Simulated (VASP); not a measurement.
Here is a VASP 6.6.1 calculation.

The input INCAR:

```
SYSTEM = Mg
PREC     = Accurate       ! precision mode
ENCUT    = 520            ! plane-wave cutoff, eV
EDIFF    = 1E-6           ! SCF threshold, eV
ISMEAR   = -1             ! smearing method
SIGMA    = 0.1            ! smearing width, eV
LREAL    = .False.        ! projectors in reciprocal space
LASPH    = .True.         ! aspherical terms in the spheres
NELM     = 60             ! most SCF steps
ALGO     = Normal         ! electronic algorithm
ISIF     = 2              ! what is computed and relaxed
LWAVE    = .False.        ! write WAVECAR
LCHARG   = .True.         ! write CHGCAR
GGA      = PE             ! functional
LELF     = .True.         ! ELF
LVHAR    = .True.       
NBANDS   = 9              ! bands
```

File KPOINTS:

```
Automatic mesh
0
Gamma
  15 15 8
  0 0 0
```

File POSCAR:

```
Mg
1.0
    2.9474026923      0.0000000000      0.0000000000
   -1.4737013461      2.5525256067      0.0000000000
    0.0000000000      0.0000000000      4.7364401729
Mg
2
Direct
    0.3333333333      0.6666666667      0.2500000000
    0.6666666667      0.3333333333      0.7500000000
```

Potentials or basis: VASP PAW PBE potentials, release 64 (Mg).

The run is started by

```bash
$ cat potpaw_PBE.64/Mg/POTCAR > POTCAR
$ mpirun -np 1 vasp_std > vasp.out
```

Task: Estimate the band gap on the k mesh.

Result: Zero (bands 2 and 3 overlap by 2.07 eV).

Task: What does it give for the pressure?

Result: 15.0 GPa.

Caveat: the cell stands under pressure.
